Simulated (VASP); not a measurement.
# TePb (Fm-3m) in VASP: a series of runs, part 3 of 3

VASP 6.6.1. The steps go on from the part before.

## 6. Single point, r2SCAN+rVV10 (volume scaled by 0.98)

POSCAR

```
TePb
1.0
    0.0000000000      3.2237231708      3.2237231708
    3.2237231708      0.0000000000      3.2237231708
    3.2237231708      3.2237231708      0.0000000000
Pb Te
1 1
Direct
    0.5000000000      0.5000000000      0.5000000000
    0.0000000000      0.0000000000      0.0000000000
```

INCAR.step1

```
PREC = Accurate
ENCUT = 550
ISMEAR = 0
SIGMA = 0.05
LREAL = False
LASPH = True
NELM = 120
NBANDS = 17
GGA = PE
ALGO = Normal
EDIFF = 1E-5
LWAVE = True
LCHARG = False
GGA_COMPAT = False
```

INCAR.step2

```
PREC = Accurate
ENCUT = 550
EDIFF = 1E-6
ISMEAR = 0
SIGMA = 0.05
LREAL = False
LASPH = True
NELM = 120
ALGO = Normal
ISIF = 2
LWAVE = False
LCHARG = True
METAGGA = R2SCAN
LMIXTAU = True
LUSE_VDW = True
IVDW_NL = 2
BPARAM = 11.95
CPARAM = 0.0093
LELF = True
LVHAR = True
NBANDS = 17
ISTART = 1
GGA_COMPAT = False
```

KPOINTS

```
regular mesh
0
Gamma
  6 6 6
```

Potentials or basis: VASP PAW PBE potentials, release 64 (Pb_d, Te).

Launch:

```sh
> cat potpaw_PBE.64/Pb_d/POTCAR potpaw_PBE.64/Te/POTCAR > POTCAR
> cp INCAR.step1 INCAR
> mpirun -np 1 vasp_std > vasp.out
> cp INCAR.step2 INCAR
> mpirun -np 1 vasp_std > vasp.out
```

OUTCAR:

```text
PREC = Accurate
   ENCUT = 550
   EDIFF = 1E-6
   ISMEAR = 0
   LREAL = False
   LASPH = True
   NELM = 120
   ISIF = 2
   METAGGA = R2SCAN
   IVDW_NL = 2
   BPARAM = 11.95
   ISTART = 1

 ion  position               nearest neighbor table
   1  0.500  0.500  0.500-   2 3.22   2 3.22   2 3.22   2 3.22   2 3.22   2 3.22
   2  0.000  0.000  0.000-   1 3.22   1 3.22   1 3.22   1 3.22   1 3.22   1 3.22

  LATTYP: Found a face centered cubic cell.
 ALAT       =     6.4474463416

  Lattice vectors:

 A1 = (   0.0000000000,   3.2237231708,   3.2237231708)
 A2 = (   3.2237231708,   0.0000000000,   3.2237231708)
 A3 = (   3.2237231708,   3.2237231708,   0.0000000000)

Analysis of symmetry for initial positions (statically):
=====================================================================
 Subroutine PRICEL returns:
 Original cell was already a primitive cell.

 Routine SETGRP: Setting up the symmetry group for a
 face centered cubic supercell.

 Subroutine GETGRP returns: Found 48 space group operations
 (whereof 48 operations were pure point group operations)
 out of a pool of 48 trial point group operations.

The static configuration has the point symmetry O_h .

Analysis of symmetry for dynamics (positions and initial velocities):
=====================================================================
 Subroutine PRICEL returns:
 Original cell was already a primitive cell.

 Routine SETGRP: Setting up the symmetry group for a
 face centered cubic supercell.

 Subroutine GETGRP returns: Found 48 space group operations
 (whereof 48 operations were pure point group operations)
 out of a pool of 48 trial point group operations.

The dynamic configuration has the point symmetry O_h .

 Subroutine INISYM returns: Found 48 space group operations
 (whereof 48 operations are pure point group operations),
 and found     1 'primitive' translations

----------------------------------------------------------------------------------------

                                     Primitive cell

  volume of cell :      67.0044

  direct lattice vectors                    reciprocal lattice vectors
     0.000000000  3.223723171  3.223723171    -0.155100166  0.155100166  0.155100166
     3.223723171  0.000000000  3.223723171     0.155100166 -0.155100166  0.155100166
     3.223723171  3.223723171  0.000000000     0.155100166  0.155100166 -0.155100166

  length of vectors
     4.559033029  4.559033029  4.559033029     0.268641368  0.268641368  0.268641368

  position of ions in fractional coordinates (direct lattice)
     0.500000000  0.500000000  0.500000000
     0.000000000  0.000000000  0.000000000

  ion indices of the primitive-cell ions
   primitive index   ion index
                 1           1
                 2           2

----------------------------------------------------------------------------------------

 KPOINTS: regular mesh

Automatic generation of k-mesh.
 Grid dimensions read from file:
 generate k-points for:    6    6    6

 Generating k-lattice:

  Cartesian coordinates                     Fractional coordinates (reciprocal lattice)
    -0.025850028  0.025850028  0.025850028     0.166666667  0.000000000  0.000000000
     0.025850028 -0.025850028  0.025850028     0.000000000  0.166666667  0.000000000
     0.025850028  0.025850028 -0.025850028     0.000000000  0.000000000  0.166666667

  Length of vectors
     0.044773561  0.044773561  0.044773561

  Shift w.r.t. Gamma in fractional coordinates (k-lattice)
     0.000000000  0.000000000  0.000000000

 Subroutine IBZKPT returns following result:
 ===========================================

 Found     16 irreducible k-points:

 Following reciprocal coordinates:
            Coordinates               Weight
  0.000000  0.000000  0.000000      1.000000
  0.166667  0.000000  0.000000      8.000000
  0.333333  0.000000  0.000000      8.000000
  0.500000  0.000000  0.000000      4.000000
  0.166667  0.166667  0.000000      6.000000
  0.333333  0.166667  0.000000     24.000000
[... 8 lines left out ...]
 -0.333333  0.333333  0.166667     24.000000
 -0.333333  0.500000  0.166667     12.000000
   k-points           NKPTS =     16   k-points in BZ     NKDIM =     16   number of bands    NBANDS=     17
   number of dos      NEDOS =    301   number of ions     NIONS =      2
   total plane-waves  NPLWV =  46656
   dimension x,y,z NGX =    36 NGY =   36 NGZ =   36
   dimension x,y,z NGXF=    72 NGYF=   72 NGZF=   72
   ions per type =               1   1
   NGX,Y,Z   is equivalent  to a cutoff of  13.13, 13.13, 13.13 a.u.
   NGXF,Y,Z  is equivalent  to a cutoff of  26.25, 26.25, 26.25 a.u.
 SYSTEM =  unknown system
   PREC   = accura    normal or accurate (medium, high low for compatibility)
   ISTART =      1    job   : 0-new  1-cont  2-samecut
   ICHARG =      0    charge: 1-file 2-atom 10-const
   ISPIN  =      1    spin polarized calculation?
   LNONCOLLINEAR =      F non collinear calculations
   LSORBIT =      F    spin-orbit coupling
   LASPH  =      T    aspherical Exc in radial PAW
   ENCUT  =  550.0 eV  40.42 Ry    6.36 a.u.   8.72  8.72  8.72*2*pi/ulx,y,z
   NELM   =    120;   NELMIN=  2; NELMDL=  0     # of ELM steps
   EDIFF  = 0.1E-05   stopping-criterion for ELM
   LREAL  =      F    real-space projection
   EDIFFG = 0.1E-04   stopping-criterion for IOM
   NSW    =      0    number of steps for IOM
   IBRION =     -1    ionic relax: 0-MD 1-quasi-New 2-CG
   NFREE  =      0    steps in history (QN), initial steepest desc. (CG)
   ISIF   =      2    stress and relaxation
   ISYM   =      2    0-nonsym 1-usesym 2-fastsym
   POTIM  = 0.5000    time-step for ionic-motion
   TEBEG  =    0.0;   TEEND  =   0.0 temperature during run
   PSTRESS=    0.0 pullay stress
   NELECT =      20.0000    total number of electrons
   NUPDOWN=      -1.0000    fix difference up-down
   EMIN   =  10.00;   EMAX   =-10.00  energy-range for DOS
   EFERMI =   0.00;   METHOD = LEGACY
   ISMEAR =     0;   SIGMA  =   0.05  broadening in eV -4-tet -1-fermi 0-gaus
   EFERMI_NEDOS =   21; number of points for ismear=-14 and -15
   IALGO  =     38    algorithm
   IMIX   =      4    mixing-type and parameters
     AMIX     =   0.40;   BMIX     =  1.00
     AMIX_MAG =   1.60;   BMIX_MAG =  1.00
  volume/ion in A,a.u.               =      33.50       226.08
  Fermi-wavevector in a.u.,A,eV,Ry     =   1.094083  2.067518 16.286425  1.197018
  Thomas-Fermi vector in A             =   2.230381
   LORBIT       =      0    0 simple, 1 ext, 2 COOP (PROOUT), +10 PAW based schemes
   METAGGA = R2SCAN    functional components
   LHFCALC =     F    Hartree Fock is set to
   AEXX    =    0.0000 exact exchange contribution
   IVDW_NL    =     2    kernel type
   BPARAM     =11.9500
   IVDW    =     0    specifies the selected vdW correction
   LEPSILON=     F    determine dielectric tensor
   LRPA    =     F    only Hartree local field effects (RPA)
 non-spin polarized calculation
 Gauss-broadening in eV      SIGMA  =   0.05
  energy-cutoff  :      550.00
  volume of cell :       67.00
 maximum number of plane-waves:      1989
   NGX = 17   NGY = 17   NGZ = 17

 number of electron      20.0000002 magnetization

 Free energy of the ion-electron system (eV)
  ---------------------------------------------------
  ext. energy  EPLUGINS =         0.00000000
  ---------------------------------------------------
  free energy    TOTEN  =       -82.13724245 eV

  energy without entropy =      -82.13724245  energy(sigma->0) =      -82.13724245

 E-fermi :   5.8402     XC(G=0):  -9.8976

 val. band max:        5.5937685152   @ k =   0.5000   0.0000   0.0000
 cond. band min:       6.5672936327   @ k =   0.5000   0.0000   0.0000
 fundamental gap:      0.9735251175
 Fermi energy:         5.8401669771

 k-point     1 :       0.0000    0.0000    0.0000
  band No.  band energies     occupation
      1     -11.7678      2.00000
      2     -11.7678      2.00000
      3     -11.7543      2.00000
      4     -11.7543      2.00000
      5     -11.7543      2.00000
      6      -6.9937      2.00000
[... 9 lines left out ...]
     16      11.7123      0.00000
     17      13.2983      0.00000
[... 281 lines left out ...]
 k-point    16 :      -0.3333    0.5000    0.1667
  band No.  band energies     occupation
      1     -11.8259      2.00000
      2     -11.7660      2.00000
      3     -11.7556      2.00000
      4     -11.7369      2.00000
      5     -11.7271      2.00000
      6      -5.0550      2.00000
[... 9 lines left out ...]
     16      16.8806      0.00000
     17      17.6541      0.00000

------------------------ aborting loop because EDIFF is reached ----------------------------------------

  FORCE on cell =-STRESS in cart. coord.  units (eV):
  Direction    XX          YY          ZZ          XY          YZ          ZX
  --------------------------------------------------------------------------------------
  -------------------------------------------------------------------------------------
  Total        0.4772801      0.4772801      0.4772801      0.0000000      0.0000000     -0.0000000
  in kB       11.4124979     11.4124979     11.4124979      0.0000000      0.0000000     -0.0000000
  external PRESSURE =      11.4124979 kB  Pullay stress =       0.0000000 kB

 VOLUME and BASIS-vectors are now :
 -----------------------------------------------------------------------------
  energy-cutoff  :      550.00
  volume of cell :       67.00
      direct lattice vectors                 reciprocal lattice vectors
     0.000000000  3.223723171  3.223723171    -0.155100166  0.155100166  0.155100166
     3.223723171  0.000000000  3.223723171     0.155100166 -0.155100166  0.155100166
     3.223723171  3.223723171  0.000000000     0.155100166  0.155100166 -0.155100166

 POSITION                                       TOTAL-FORCE (eV/Angst)
 -----------------------------------------------------------------------------------
      3.22372      3.22372      3.22372         0.000000      0.000000      0.000000
      0.00000      0.00000      0.00000         0.000000      0.000000      0.000000
 -----------------------------------------------------------------------------------
    total drift:                                0.000000      0.000000      0.000000

  FREE ENERGIE OF THE ION-ELECTRON SYSTEM (eV)
  ---------------------------------------------------
  free  energy   TOTEN  =       -82.1372424534 eV

  energy  without entropy=      -82.1372424534  energy(sigma->0) =      -82.13724245
```

It took 98 s on 1 thread of Intel Xeon Platinum 8559C (Emerald Rapids), shared host; peak memory 0.4 GiB.

What came out:

```
Free energy            : -82.1372 eV
Pressure               : 1.1 GPa
Band gap on the k mesh : 0.97 eV, direct
```

Caveat: the cell differs from its parent crystal (volume scaled by 0.98); the PAW data sets were made with another functional, which shifts forces and pressure a little; spin-orbit coupling is left out, which moves the levels of the heavy elements. A k mesh can miss the band edges.

## 7. Single point, r2SCAN+rVV10

This run uses another cell than the first one, of 33.60 Å³/atom, 0.941 times its volume.

POSCAR

```
TePb
1.0
    0.0000000000      3.2270013417      3.2270013417
    3.2270013417      0.0000000000      3.2270013417
    3.2270013417      3.2270013417      0.0000000000
Pb Te
1 1
Direct
    0.5000000000      0.5000000000      0.5000000000
    0.0000000000      0.0000000000      0.0000000000
```

INCAR.step1 is that of step 6.

INCAR.step2 is that of step 6.

KPOINTS is that of step 6.

Launch:

```sh
> cat potpaw_PBE.64/Pb_d/POTCAR potpaw_PBE.64/Te/POTCAR > POTCAR
> cp INCAR.step1 INCAR
> mpirun -np 1 vasp_std > vasp.out
> cp INCAR.step2 INCAR
> mpirun -np 1 vasp_std > vasp.out
```

Run time: 1.7 min. Hardware: 1 thread of Intel Xeon Platinum 8559C (Emerald Rapids), shared host; peak memory 0.4 GiB.

Results (log left out):

* Free energy: -82.1387 eV
* Pressure: 1.0 GPa
* Band gap on the k mesh: 0.98 eV, direct

Levels at points of the mesh, in eV from the valence-band top:
```tsv
k point	band 7	band 8	band 9	band 10	band 11	band 12	band 13	band 14
(0.00, 0.00, 0.00)	-5.61	-1.52	-1.52	-1.52	4.34	4.34	4.34	6.13
(0.50, 0.00, 0.00)	-8.92	-1.04	-1.04	0.00	0.98	1.39	1.39	8.88
(0.50, 0.50, 0.00)	-7.50	-4.75	-3.01	-3.01	3.50	5.84	5.84	7.19
```

Caveat: the PAW data sets were made with another functional, which shifts forces and pressure a little; spin-orbit coupling is left out, which moves the levels of the heavy elements.

## 8. Summary

| level | cell | cutoff (eV) | gap on the mesh (eV) | pressure (GPa) |
| --- | --- | --- | --- | --- |
| revPBE | a = 4.657 Å, angles 60.0°, 2 atoms | 500 | 0.90 | 0.7 |
| revPBE | a = 4.720 Å, angles 60.0°, 2 atoms | 500 | 0.96 | -0.7 |
| revPBE | a = 4.751 Å, angles 60.0°, 2 atoms | 500 | 0.99 | -1.3 |
| r2SCAN+rVV10 | a = 4.528 Å, angles 60.0°, 2 atoms | 550 | 0.92 | 2.2 |
| r2SCAN+rVV10 | a = 4.559 Å, angles 60.0°, 2 atoms | 550 | 0.97 | 1.1 |
| r2SCAN+rVV10 | a = 4.564 Å, angles 60.0°, 2 atoms | 550 | 0.98 | 1.0 |

Alike in all rows: task single point; potentials or basis VASP PAW PBE potentials, release 64 (Pb_d, Te); no spin polarisation; k mesh 6 × 6 × 6; smearing gaussian 0.05 eV.

Caveats: the PAW data sets were made with another functional, which shifts forces and pressure a little; spin-orbit coupling is left out, which moves the levels of the heavy elements.

Absolute energies hang on the potentials; compare differences alone.
